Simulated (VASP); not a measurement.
# TaRu (P4/mmm) in VASP: notebook

Runs on TaRu. Level: LDA. Tasks: single point.

Program: VASP 6.6.1. These are calculated values, not measurements. Logs are shortened: lines on timing, memory, paths and dates and some standing lists are left out, and cuts for length are marked.

## (1) The cell of the first run

It takes space group P4/mmm (No. 123, tetragonal). The conventional cell has a = 3.006 Å, b = 3.006 Å, c = 3.362 Å, α = 90.00°, β = 90.00°, γ = 90.00°. Ta (site symmetry 4/mmm) has 8 Ru at 2.71 Å and 6 Ta at 3.01 to 3.36 Å within 3.6 Å. Ru (site symmetry 4/mmm) has 8 Ta at 2.71 Å and 6 Ru at 3.01 to 3.36 Å within 3.6 Å.

## (2) Single point, LDA

The input, INCAR:

```
PREC = Accurate
ENCUT = 520
EDIFF = 1E-6
ISMEAR = -1
SIGMA = 0.15
LREAL = False
LASPH = True
NELM = 100
ALGO = Fast
ISIF = 2
LWAVE = False
LCHARG = True
GGA = CA
LELF = True
LVHAR = True
NBANDS = 20
```

The input, KPOINTS:

```
regular mesh
0
Gamma
  14 14 12
```

The input, POSCAR:

```
TaRu
1.0
    3.0060130840      0.0000000000      0.0000000000
    0.0000000000      3.0060130840      0.0000000000
    0.0000000000      0.0000000000      3.3616253976
Ta Ru
1 1
Direct
    0.5000000000      0.5000000000      0.5000000000
    0.0000000000      0.0000000000      0.0000000000
```

Potentials or basis: VASP PAW LDA potentials, release 64 (Ta_pv, Ru_pv).

Command:

```sh
cat potpaw_LDA.64/Ta_pv/POTCAR potpaw_LDA.64/Ru_pv/POTCAR > POTCAR
mpirun -np 1 vasp_std > vasp.out
```

OUTCAR:

```text
PREC = Accurate
   ENCUT = 520
   EDIFF = 1E-6
   ISMEAR = -1
   LREAL = False
   LASPH = True
   NELM = 100
   ISIF = 2
   GGA = CA

 ion  position               nearest neighbor table
   1  0.500  0.500  0.500-   2 2.71   2 2.71   2 2.71   2 2.71   2 2.71   2 2.71   2 2.71   2 2.71

   2  0.000  0.000  0.000-   1 2.71   1 2.71   1 2.71   1 2.71   1 2.71   1 2.71   1 2.71   1 2.71

  LATTYP: Found a simple tetragonal cell.
 ALAT       =     3.0060130840
 C/A-ratio  =     1.1183003213

  Lattice vectors:

 A1 = (   3.0060130840,   0.0000000000,   0.0000000000)
 A2 = (   0.0000000000,   3.0060130840,   0.0000000000)
 A3 = (   0.0000000000,   0.0000000000,   3.3616253976)

Analysis of symmetry for initial positions (statically):
=====================================================================
 Subroutine PRICEL returns:
 Original cell was already a primitive cell.

 Routine SETGRP: Setting up the symmetry group for a
 simple tetragonal supercell.

 Subroutine GETGRP returns: Found 16 space group operations
 (whereof 16 operations were pure point group operations)
 out of a pool of 16 trial point group operations.

The static configuration has the point symmetry D_4h.

Analysis of symmetry for dynamics (positions and initial velocities):
=====================================================================
 Subroutine PRICEL returns:
 Original cell was already a primitive cell.

 Routine SETGRP: Setting up the symmetry group for a
 simple tetragonal supercell.

 Subroutine GETGRP returns: Found 16 space group operations
 (whereof 16 operations were pure point group operations)
 out of a pool of 16 trial point group operations.

The dynamic configuration has the point symmetry D_4h.

 Subroutine INISYM returns: Found 16 space group operations
 (whereof 16 operations are pure point group operations),
 and found     1 'primitive' translations

----------------------------------------------------------------------------------------

                                     Primitive cell

  volume of cell :      30.3760

  direct lattice vectors                    reciprocal lattice vectors
     3.006013084  0.000000000  0.000000000     0.332666549  0.000000000  0.000000000
     0.000000000  3.006013084  0.000000000     0.000000000  0.332666549  0.000000000
     0.000000000  0.000000000  3.361625398     0.000000000  0.000000000  0.297475144

  length of vectors
     3.006013084  3.006013084  3.361625398     0.332666549  0.332666549  0.297475144

  position of ions in fractional coordinates (direct lattice)
     0.500000000  0.500000000  0.500000000
     0.000000000  0.000000000  0.000000000

  ion indices of the primitive-cell ions
   primitive index   ion index
                 1           1
                 2           2

----------------------------------------------------------------------------------------

 KPOINTS: regular mesh

Automatic generation of k-mesh.
 Grid dimensions read from file:
 generate k-points for:   14   14   12

 Generating k-lattice:

  Cartesian coordinates                     Fractional coordinates (reciprocal lattice)
     0.023761896  0.000000000  0.000000000     0.071428571  0.000000000  0.000000000
     0.000000000  0.023761896  0.000000000     0.000000000  0.071428571  0.000000000
     0.000000000  0.000000000  0.024789595     0.000000000  0.000000000  0.083333333

  Length of vectors
     0.023761896  0.023761896  0.024789595

  Shift w.r.t. Gamma in fractional coordinates (k-lattice)
     0.000000000  0.000000000  0.000000000

 Subroutine IBZKPT returns following result:
 ===========================================

 Found    252 irreducible k-points:

 Following reciprocal coordinates:
            Coordinates               Weight
  0.000000  0.000000  0.000000      1.000000
  0.071429  0.000000  0.000000      4.000000
  0.142857  0.000000  0.000000      4.000000
  0.214286  0.000000  0.000000      4.000000
  0.285714  0.000000  0.000000      4.000000
  0.357143  0.000000  0.000000      4.000000
[... 16 lines left out ...]
  0.285714  0.214286  0.000000      8.000000
  0.357143  0.214286  0.000000      8.000000
 [... further k-points ...]
   k-points           NKPTS =    252   k-points in BZ     NKDIM =    252   number of bands    NBANDS=     20
   number of dos      NEDOS =    301   number of ions     NIONS =      2
   total plane-waves  NPLWV =  16128
   dimension x,y,z NGX =    24 NGY =   24 NGZ =   28
   dimension x,y,z NGXF=    48 NGYF=   48 NGZF=   56
   ions per type =               1   1
   NGX,Y,Z   is equivalent  to a cutoff of  13.27, 13.27, 13.85 a.u.
   NGXF,Y,Z  is equivalent  to a cutoff of  26.55, 26.55, 27.69 a.u.
 SYSTEM =  unknown system
   PREC   = accura    normal or accurate (medium, high low for compatibility)
   ISTART =      0    job   : 0-new  1-cont  2-samecut
   ICHARG =      2    charge: 1-file 2-atom 10-const
   ISPIN  =      1    spin polarized calculation?
   LNONCOLLINEAR =      F non collinear calculations
   LSORBIT =      F    spin-orbit coupling
   LASPH  =      T    aspherical Exc in radial PAW
   ENCUT  =  520.0 eV  38.22 Ry    6.18 a.u.   5.59  5.59  6.25*2*pi/ulx,y,z
   NELM   =    100;   NELMIN=  2; NELMDL= -5     # of ELM steps
   EDIFF  = 0.1E-05   stopping-criterion for ELM
   LREAL  =      F    real-space projection
   EDIFFG = 0.1E-04   stopping-criterion for IOM
   NSW    =      0    number of steps for IOM
   IBRION =     -1    ionic relax: 0-MD 1-quasi-New 2-CG
   NFREE  =      0    steps in history (QN), initial steepest desc. (CG)
   ISIF   =      2    stress and relaxation
   ISYM   =      2    0-nonsym 1-usesym 2-fastsym
   POTIM  = 0.5000    time-step for ionic-motion
   TEBEG  =    0.0;   TEEND  =   0.0 temperature during run
   PSTRESS=    0.0 pullay stress
   NELECT =      25.0000    total number of electrons
   NUPDOWN=      -1.0000    fix difference up-down
   EMIN   =  10.00;   EMAX   =-10.00  energy-range for DOS
   EFERMI =   0.00;   METHOD = LEGACY
   ISMEAR =    -1;   SIGMA  =   0.15  broadening in eV -4-tet -1-fermi 0-gaus
   EFERMI_NEDOS =   21; number of points for ismear=-14 and -15
   IALGO  =     68    algorithm
   IMIX   =      4    mixing-type and parameters
     AMIX     =   0.40;   BMIX     =  1.00
     AMIX_MAG =   1.60;   BMIX_MAG =  1.00
  volume/ion in A,a.u.               =      15.19       102.49
  Fermi-wavevector in a.u.,A,eV,Ry     =   1.534185  2.899190 32.024366  2.353725
  Thomas-Fermi vector in A             =   2.641148
   LORBIT       =      0    0 simple, 1 ext, 2 COOP (PROOUT), +10 PAW based schemes
   GGA     = CA    functional components
   LHFCALC =     F    Hartree Fock is set to
   AEXX    =    0.0000 exact exchange contribution
   IVDW    =     0    specifies the selected vdW correction
   LEPSILON=     F    determine dielectric tensor
   LRPA    =     F    only Hartree local field effects (RPA)
 non-spin polarized calculation
 RMM-DIIS sequential band-by-band and
  energy-cutoff  :      520.00
  volume of cell :       30.38
 maximum number of plane-waves:       836
 NGX is ok and might be reduce to    24
   NGX = 11   NGY = 11   NGZ = 13

 number of electron      24.9999998 magnetization

 Free energy of the ion-electron system (eV)
  ---------------------------------------------------
  ext. energy  EPLUGINS =         0.00000000
  ---------------------------------------------------
  free energy    TOTEN  =       -24.13900845 eV

  energy without entropy =      -24.00300248  energy(sigma->0) =      -24.07100546

 E-fermi :   9.7031     XC(G=0): -13.7040

 val. band max:        9.6992213166   @ k =   0.4286   0.0000   0.2500
 cond. band min:       9.7090024832   @ k =   0.3571   0.0714   0.3333
 fundamental gap:      0.0097811665
 Fermi energy:         9.7031448551

 k-point     1 :       0.0000    0.0000    0.0000
  band No.  band energies     occupation
      1     -33.0916      2.00000
      2     -33.0049      2.00000
      3     -33.0049      2.00000
      4     -24.8452      2.00000
      5     -24.6778      2.00000
      6     -24.6778      2.00000
[... 12 lines left out ...]
     19      19.5214      0.00000
     20      19.5214      0.00000

 k-point     2 :       0.0714    0.0000    0.0000
  band No.  band energies     occupation
      1     -33.0898      2.00000
      2     -33.0140      2.00000
      3     -33.0035      2.00000
      4     -24.8452      2.00000
      5     -24.7070      2.00000
      6     -24.6768      2.00000
[... 12 lines left out ...]
     19      19.0837      0.00000
     20      20.0227      0.00000

 k-point     3 :       0.1429    0.0000    0.0000
  band No.  band energies     occupation
      1     -33.0845      2.00000
      2     -33.0396      2.00000
      3     -32.9998      2.00000
      4     -24.8452      2.00000
      5     -24.7880      2.00000
      6     -24.6741      2.00000
[... 12 lines left out ...]
     19      18.8804      0.00000
     20      21.2398      0.00000

 k-point     4 :       0.2143    0.0000    0.0000
  band No.  band energies     occupation
      1     -33.0769      2.00000
      2     -33.0764      2.00000
      3     -32.9943      2.00000
      4     -24.9033      2.00000
      5     -24.8453      2.00000
      6     -24.6701      2.00000
[... 12 lines left out ...]
     19      19.9139      0.00000
     20      20.5683      0.00000

 k-point     5 :       0.2857    0.0000    0.0000
  band No.  band energies     occupation
      1     -33.1170      2.00000
      2     -33.0685      2.00000
      3     -32.9883      2.00000
      4     -25.0289      2.00000
      5     -24.8453      2.00000
      6     -24.6657      2.00000
[... 12 lines left out ...]
     19      19.9118      0.00000
     20      22.3116      0.00000
[... 353 lines left out ...]
      6     -24.7477      2.00000
[... 12 lines left out ...]
     19      19.9113      0.00000
     20      23.5398      0.00000

 k-point    22 :       0.2143    0.2143    0.0000
  band No.  band energies     occupation
      1     -33.0778      2.00000
      2     -33.0647      2.00000
      3     -33.0638      2.00000
      4     -24.9037      2.00000
      5     -24.8547      2.00000
      6     -24.8361      2.00000
[... 12 lines left out ...]
     19      20.3524      0.00000
     20      21.7659      0.00000

 k-point    23 :       0.2857    0.2143    0.0000
  band No.  band energies     occupation
      1     -33.1151      2.00000
      2     -33.0666      2.00000
      3     -33.0577      2.00000
      4     -25.0000      2.00000
      5     -24.8610      2.00000
      6     -24.8308      2.00000
[... 12 lines left out ...]
     19      19.9137      0.00000
     20      21.0581      0.00000

 k-point    24 :       0.3571    0.2143    0.0000
  band No.  band energies     occupation
      1     -33.1532      2.00000
      2     -33.0644      2.00000
      3     -33.0513      2.00000
      4     -25.1002      2.00000
      5     -24.8516      2.00000
      6     -24.8260      2.00000
[... 12 lines left out ...]
     19      19.9110      0.00000
     20      21.8602      0.00000

 [... further k-points ...]
[... 5 lines left out ...]
  --------------------------------------------------------------------------------------
  -------------------------------------------------------------------------------------
  Total        0.2004954      0.2004954      0.1896810      0.0000000      0.0000000      0.0000000
  in kB       10.5750848     10.5750848     10.0046829      0.0000000      0.0000000      0.0000000
  external PRESSURE =      10.3849508 kB  Pullay stress =       0.0000000 kB

 VOLUME and BASIS-vectors are now :
 -----------------------------------------------------------------------------
  energy-cutoff  :      520.00
  volume of cell :       30.38
      direct lattice vectors                 reciprocal lattice vectors
     3.006013084  0.000000000  0.000000000     0.332666549  0.000000000  0.000000000
     0.000000000  3.006013084  0.000000000     0.000000000  0.332666549  0.000000000
     0.000000000  0.000000000  3.361625398     0.000000000  0.000000000  0.297475144

 POSITION                                       TOTAL-FORCE (eV/Angst)
 -----------------------------------------------------------------------------------
      1.50301      1.50301      1.68081         0.000000      0.000000      0.000000
      0.00000      0.00000      0.00000         0.000000      0.000000      0.000000
 -----------------------------------------------------------------------------------
    total drift:                                0.000000      0.000000     -0.000000

  FREE ENERGIE OF THE ION-ELECTRON SYSTEM (eV)
  ---------------------------------------------------
  free  energy   TOTEN  =       -24.1390084455 eV

  energy  without entropy=      -24.0030024821  energy(sigma->0) =      -24.07100546
```

It took 98 s on 1 thread of Intel Xeon Platinum 8259CL at 2.50GHz (Skylake/Cascade Lake), shared host; peak memory 0.25 GiB.

Results:

```yaml
Free_energy: -24.1390 eV
Pressure: 1.0 GPa
```

Caveat: spin-orbit coupling is left out, which moves the levels of the heavy elements.

[end of part 1 of 2]
